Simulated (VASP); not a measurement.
# MgPb2Se3 (Cmmm) in VASP: further runs, part 2 of 2

VASP 6.6.1. The steps go on from the part before.

## 4. Relaxation of cell and atoms, PBEsol

This run uses another cell than the first one, of 29.71 Å³/atom.

Contents of INCAR:

```
  ALGO = Normal
  EDIFF = 1E-6
  EDIFFG = -0.01
  ENCUT = 600
  GGA = PS
  IBRION = 2
  ISIF = 3
  ISMEAR = -1
  LASPH = T
  LCHARG = F
  LREAL = F
  LWAVE = F
  NELM = 100
  NSW = 100
  PREC = Accurate
  SIGMA = 0.03
```

Contents of KPOINTS:

```
k-points
0
Gamma
  4 4 4
```

Contents of POSCAR:

```
MgPb2Se3
1.0
    3.2462220400     -5.4517318600      0.0000000000
    3.2462220400      5.4517318600      0.0000000000
    0.0000000000      0.0000000000      5.0370617300
Mg Pb Se
1 2 3
Direct
    0.0000000000      0.0000000000      0.0000000000
    0.5000000000      0.0000000000      0.5000000000
    0.0000000000      0.5000000000      0.5000000000
    0.6610917000      0.3389083000      0.0000000000
    0.3389083000      0.6610917000      0.0000000000
    0.5000000000      0.5000000000      0.5000000000
```

Potentials or basis: VASP PAW PBE potentials, release 64 (Mg, Pb_d, Se).

The run is started by

```console
$ cat potpaw_PBE.64/Mg/POTCAR potpaw_PBE.64/Pb_d/POTCAR potpaw_PBE.64/Se/POTCAR > POTCAR
$ mpirun -np 1 vasp_std > vasp.out
```

OUTCAR:

```text
EDIFF = 1E-6
   EDIFFG = -0.01
   ENCUT = 600
   GGA = PS
   IBRION = 2
   ISIF = 3
   ISMEAR = -1
   LASPH = T
   LREAL = F
   NELM = 100
   NSW = 100
   PREC = Accurate

 ion  position               nearest neighbor table
   1  0.000  0.000  0.000-
   2  0.500  0.000  0.500-   4 3.15   5 3.15   4 3.15   5 3.15   6 3.17   6 3.17   3 3.25   3 3.25

   3  0.000  0.500  0.500-   4 3.15   5 3.15   4 3.15   5 3.15   6 3.17   6 3.17   2 3.25   2 3.25

   4  0.661  0.339  0.000-   2 3.15   3 3.15   2 3.15   3 3.15
   5  0.339  0.661  0.000-   2 3.15   3 3.15   2 3.15   3 3.15
   6  0.500  0.500  0.500-   2 3.17   3 3.17   2 3.17   3 3.17

  LATTYP: Found a base centered orthorhombic cell.
 ALAT       =     6.4924440800
 B/A-ratio  =     1.6794081837
 C/A-ratio  =     0.7758344420

  Lattice vectors:

 A1 = (   3.2462220400,  -5.4517318600,   0.0000000000)
 A2 = (   3.2462220400,   5.4517318600,   0.0000000000)
 A3 = (   0.0000000000,   0.0000000000,   5.0370617300)

Analysis of symmetry for initial positions (statically):
=====================================================================
 Subroutine PRICEL returns:
 Original cell was already a primitive cell.

 Routine SETGRP: Setting up the symmetry group for a
 base centered orthorhombic supercell.

 Subroutine GETGRP returns: Found  8 space group operations
 (whereof  8 operations were pure point group operations)
 out of a pool of  8 trial point group operations.

The static configuration has the point symmetry D_2h.

Analysis of symmetry for dynamics (positions and initial velocities):
=====================================================================
 Subroutine PRICEL returns:
 Original cell was already a primitive cell.

 Routine SETGRP: Setting up the symmetry group for a
 base centered orthorhombic supercell.

 Subroutine GETGRP returns: Found  8 space group operations
 (whereof  8 operations were pure point group operations)
 out of a pool of  8 trial point group operations.

The dynamic configuration has the point symmetry D_2h.

[... 138 lines left out ...]
 NGX is ok and might be reduce to    54
   NGX = 25   NGY = 25   NGZ = 21

--------------------------------------- Ionic step        1  -------------------------------------------

 number of electron      48.0000004 magnetization

 Free energy of the ion-electron system (eV)
  ---------------------------------------------------
  ext. energy  EPLUGINS =         0.00000000
  ---------------------------------------------------
  free energy    TOTEN  =       -20.66106591 eV

  energy without entropy =      -20.64927644  energy(sigma->0) =      -20.65517117

------------------------ aborting loop because EDIFF is reached ----------------------------------------

  FORCE on cell =-STRESS in cart. coord.  units (eV):
  Direction    XX          YY          ZZ          XY          YZ          ZX
  --------------------------------------------------------------------------------------
  -------------------------------------------------------------------------------------
  Total       -2.0361417     -4.5377432     -4.2145694      0.0000000      0.0000000      0.0000000
  in kB      -18.2977884    -40.7784312    -37.8742302      0.0000000      0.0000000      0.0000000
  external PRESSURE =     -32.3168166 kB  Pullay stress =       0.0000000 kB
[... 101 lines left out ...]
  FREE ENERGIE OF THE ION-ELECTRON SYSTEM (eV)
  ---------------------------------------------------
  free  energy   TOTEN  =       -20.8332949007 eV

  energy  without entropy=      -20.8247077508  energy(sigma->0) =      -20.82900133

 E-fermi :   5.6391     XC(G=0):  -9.8809

 val. band max:        5.6370564944   @ k =   0.5000   0.5000   0.2500
 cond. band min:       5.6588605065   @ k =   0.2500   0.0000   0.0000
 fundamental gap:      0.0218040121
 Fermi energy:         5.6390977358

 k-point     1 :       0.0000    0.0000    0.0000
  band No.  band energies     occupation
      1     -12.1928      2.00000
      2     -11.5692      2.00000
      3     -11.5047      2.00000
      4     -11.4797      2.00000
      5     -11.4651      2.00000
      6     -11.4642      2.00000
[... 640 lines left out ...]
     27       7.0882      0.00000
     28       7.5861      0.00000

[... ionic steps 4 to 39 ...]

--------------------------------------- Ionic step       40  -------------------------------------------

 number of electron      48.0000000 magnetization

------------------------ aborting loop because EDIFF is reached ----------------------------------------
[... 75 lines left out ...]
--------------------------------------- Ionic step       42  -------------------------------------------

 number of electron      47.9999999 magnetization

 Free energy of the ion-electron system (eV)
  ---------------------------------------------------
  ext. energy  EPLUGINS =         0.00000000
  ---------------------------------------------------
  free energy    TOTEN  =       -22.91857964 eV

  energy without entropy =      -22.91488185  energy(sigma->0) =      -22.91673074

 E-fermi :   3.1179     XC(G=0):  -8.8134

 val. band max:        3.0914455644   @ k =   0.0000   0.0000   0.0000
 cond. band min:       3.2147329840   @ k =  -0.2500   0.2500   0.5000
 fundamental gap:      0.1232874196
 Fermi energy:         3.1178582136

 k-point     1 :       0.0000    0.0000    0.0000
  band No.  band energies     occupation
      1     -13.7707      2.00000
      2     -13.7443      2.00000
      3     -13.7257      2.00000
      4     -13.6874      2.00000
      5     -13.6838      2.00000
      6     -13.6756      2.00000
[... 673 lines left out ...]
  FREE ENERGIE OF THE ION-ELECTRON SYSTEM (eV)
  ---------------------------------------------------
  free  energy   TOTEN  =       -22.9185796352 eV

  energy  without entropy=      -22.9148818488  energy(sigma->0) =      -22.91673074

 reached required accuracy - stopping structural energy minimisation
```

OSZICAR:

```text
N       E                     dE             d eps       ncg     rms          rms(c)
DAV:   1     0.479659196614E+03    0.47966E+03   -0.22824E+04  1176   0.181E+03
DAV:   2     0.438270086380E+02   -0.43583E+03   -0.42512E+03  1200   0.425E+02
DAV:   3    -0.180175575521E+02   -0.61845E+02   -0.58990E+02  1580   0.171E+02
[... 399 lines left out ...]
       N       E                     dE             d eps       ncg     rms          rms(c)
DAV:   1    -0.229185829688E+02   -0.19440E-04   -0.17704E-03  1176   0.268E-01    0.217E-02
DAV:   2    -0.229185833043E+02   -0.33548E-06   -0.11890E-04  1352   0.830E-02    0.985E-03
DAV:   3    -0.229185801398E+02    0.31645E-05   -0.78397E-06  1444   0.278E-02    0.551E-03
DAV:   4    -0.229185796352E+02    0.50459E-06   -0.15607E-06   852   0.124E-02
  42 F= -.22918580E+02 E0= -.22916731E+02  d E =-.158593E-04
```

It took 30 min on 1 thread of Intel Xeon 6975P-C (Granite Rapids), shared host; peak memory 0.44 GiB.

What came out:

```yaml
Free_energy: -22.9186 eV
Relaxed_volume: 30.81 Å³/atom
Relaxed_cell: a = 6.419 Å, b = 6.419 Å, c = 4.784 Å, α = 90.00°, β = 90.00°, γ = 110.32°
Space_group_after_relaxing_to_0.1_Å: Cmmm (No. 65)
Energy_gained_by_relaxing: 376.3 meV/atom
Ionic_steps: 42
Pressure_after_relaxing: 0.0 GPa
Largest_force_after_relaxing: 0.004 eV/Å
Band_gap_on_the_k_mesh: zero (bands 24 and 25 overlap by 0.22 eV)
```

Forces in eV/Å, atoms in the order of the input:
```
Mg   0.000  0.000  0.000
Pb   0.000  0.000  0.000
Pb   0.000  0.000  0.000
Se   0.000 -0.004  0.000
Se   0.000  0.004  0.000
Se   0.000  0.000  0.000
```

The path:
```csv
step,energy change (eV),largest force (eV/Å),pressure (GPa),volume (Å³)
1,0.0000,0.0180,-3.23,178.29
3,-0.1722,0.0175,0.21,163.91
5,-0.2650,0.3819,0.53,162.55
7,0.7599,2.7870,10.59,148.50
9,-0.3616,0.9825,2.44,157.97
11,-0.3911,1.0892,2.29,159.01
13,-0.4024,1.6808,2.29,162.92
15,-0.6143,1.6279,0.96,171.07
17,-0.6186,1.5225,0.75,173.45
19,-1.0061,1.1367,-0.80,177.08
21,-1.2981,1.1052,-2.32,183.83
23,-1.6046,0.3751,2.56,167.44
25,-1.9485,0.3247,4.09,167.56
27,-2.1872,0.4334,-0.45,183.07
29,-2.2007,0.3495,-0.39,183.38
31,-2.2091,0.3984,-0.62,190.59
33,-2.2478,0.0592,-0.21,185.58
35,-2.2568,0.0723,-0.01,184.68
37,-2.2575,0.0142,0.00,184.77
39,-2.2575,0.0120,-0.03,185.00
41,-2.2575,0.0131,-0.02,184.86
42,-2.2575,0.0042,0.00,184.84
```

Final structure:
```
Mg Pb Se
1.0
     3.66726   -5.26822    0.00000
     3.66726    5.26822    0.00000
     0.00000    0.00000    4.78362
Mg Pb Se
1 2 3
Cartesian
  0.0000 0.0000 0.0000
  1.8336 -2.6341 2.3918
  1.8336 2.6341 2.3918
  3.6673 -2.8783 0.0000
  3.6673 2.8783 0.0000
  3.6673 0.0000 2.3918
```

Caveat: semilocal functionals underestimate gaps, so a narrow gap can read as zero; the PAW data sets were made with another functional, which shifts forces and pressure a little; spin-orbit coupling is left out, which moves the levels of the heavy elements.

## 5. Single point, r2SCAN+rVV10

This run uses another cell than the first one, of 31.76 Å³/atom.

Contents of POSCAR:

```
MgPb2Se3
1.0
    3.6915980479     -5.3661621330      0.0000000000
    3.6915980479      5.3661621330      0.0000000000
    0.0000000000      0.0000000000      4.8096472057
Mg Pb Se
1 2 3
Direct
    0.0000000000      0.0000000000      0.0000000000
    0.5000000000      0.0000000000      0.5000000000
    0.0000000000      0.5000000000      0.5000000000
    0.7794175978      0.2205824022      0.0000000000
    0.2205824022      0.7794175978      0.0000000000
    0.5000000000      0.5000000000      0.5000000000
```

Contents of INCAR.step1:

```
SYSTEM = MgPb2Se3
ALGO = Normal ; EDIFF = 1E-4
ENCUT = 520 ; GGA = PE
ISMEAR = -1 ; LASPH = .TRUE.
LCHARG = .FALSE. ; LREAL = .FALSE.
LWAVE = .TRUE. ; NBANDS = 33
NELM = 60 ; PREC = Accurate
SIGMA = 0.03
```

Contents of INCAR.step2:

```
SYSTEM = MgPb2Se3
ALGO = Normal ; BPARAM = 11.95
CPARAM = 0.0093 ; EDIFF = 1E-6
ENCUT = 520 ; ISIF = 2
ISMEAR = -1 ; ISTART = 1
IVDW_NL = 2 ; LASPH = .TRUE.
LCHARG = .FALSE. ; LMIXTAU = .TRUE.
LREAL = .FALSE. ; LUSE_VDW = .TRUE.
LWAVE = .FALSE. ; METAGGA = R2SCAN
NBANDS = 33 ; NELM = 60
PREC = Accurate ; SIGMA = 0.03
```

Contents of KPOINTS:

```
k-points
0
G
  6 6 6
  0 0 0
```

The run is started by

```console
$ cat potpaw_PBE.64/Mg/POTCAR potpaw_PBE.64/Pb_d/POTCAR potpaw_PBE.64/Se/POTCAR > POTCAR
$ cp INCAR.step1 INCAR
$ mpirun -np 1 vasp_std > vasp.out
$ cp INCAR.step2 INCAR
$ mpirun -np 1 vasp_std > vasp.out
```

Run time: 22 min. Hardware: 1 thread of Intel Xeon Platinum 8488C (Sapphire Rapids), shared host; peak memory 0.8 GiB.

The run converged. Its results:

```
Free energy            : -160.6606 eV
Pressure               : 0.1 GPa
Largest force          : 0.020 eV/Å
Band gap on the k mesh : zero (bands 24 and 25 overlap by 0.26 eV)
```

Forces in eV/Å, atoms in the order of the input:
```
Mg   0.000  0.000  0.000
Pb   0.000  0.000  0.000
Pb   0.000  0.000  0.000
Se   0.000 -0.020  0.000
Se   0.000  0.020  0.000
Se   0.000  0.000  0.000
```

Stress tensor (GPa, compression positive):
```
 0.16  0.00  0.00
 0.00 -0.19  0.00
 0.00  0.00  0.19
```

Levels at points of the mesh, in eV from the Fermi level:
| k point | band 22 | band 23 | band 24 | band 25 | band 26 | band 27 |
| --- | --- | --- | --- | --- | --- | --- |
| (0.00, 0.00, 0.00) | -1.48 | -1.35 | -0.01 | 0.23 | 1.61 | 2.04 |
| (0.50, 0.00, 0.00) | -1.51 | -0.39 | -0.08 | 1.49 | 1.79 | 2.41 |
| (0.50, 0.50, 0.00) | -0.66 | -0.56 | -0.21 | -0.18 | 1.44 | 1.52 |
| (0.00, 0.00, 0.50) | -1.05 | -1.02 | -0.23 | 1.95 | 2.47 | 2.82 |
| (0.50, 0.00, 0.50) | -2.37 | -0.50 | -0.45 | 1.29 | 2.48 | 3.02 |
| (0.50, 0.50, 0.50) | -0.53 | -0.37 | 0.08 | 0.39 | 1.76 | 2.57 |

Caveat: semilocal functionals underestimate gaps, so a narrow gap can read as zero; the PAW data sets were made with another functional, which shifts forces and pressure a little; spin-orbit coupling is left out, which moves the levels of the heavy elements.

## 6. Overview

```tsv
task	level	cell	k mesh	cutoff (eV)	gap on the mesh (eV)	pressure (GPa)	largest force (eV/Å)
single point	PBEsol	a = 6.424, b = 6.424, c = 4.780 Å, angles 90.0, 90.0, 110.4°, 6 atoms, atomic positions A	4 × 4 × 4	520	none	0.0	0.01
single point	r2SCAN+rVV10	a = 6.513, b = 6.513, c = 4.810 Å, angles 90.0, 90.0, 110.9°, 6 atoms, atomic positions B	4 × 4 × 6	520	none	0.1	0.02
relaxation of cell and atoms	PBEsol	relaxed from a = 6.345, b = 6.345, c = 5.037 Å, angles 90.0, 90.0, 118.5°, 6 atoms, atomic positions C	4 × 4 × 4	600	none	0.0	-
single point	r2SCAN+rVV10	a = 6.513, b = 6.513, c = 4.810 Å, angles 90.0, 90.0, 110.9°, 6 atoms, atomic positions B	6 × 6 × 6	520	none	0.1	0.02
```

Alike in all rows: potentials or basis VASP PAW PBE potentials, release 64 (Mg, Pb_d, Se); no spin polarisation; smearing fermi-dirac 0.03 eV.

Caveats: semilocal functionals underestimate gaps, so a narrow gap can read as zero; the PAW data sets were made with another functional, which shifts forces and pressure a little; spin-orbit coupling is left out, which moves the levels of the heavy elements.

Absolute energies hang on the potentials; compare differences alone.
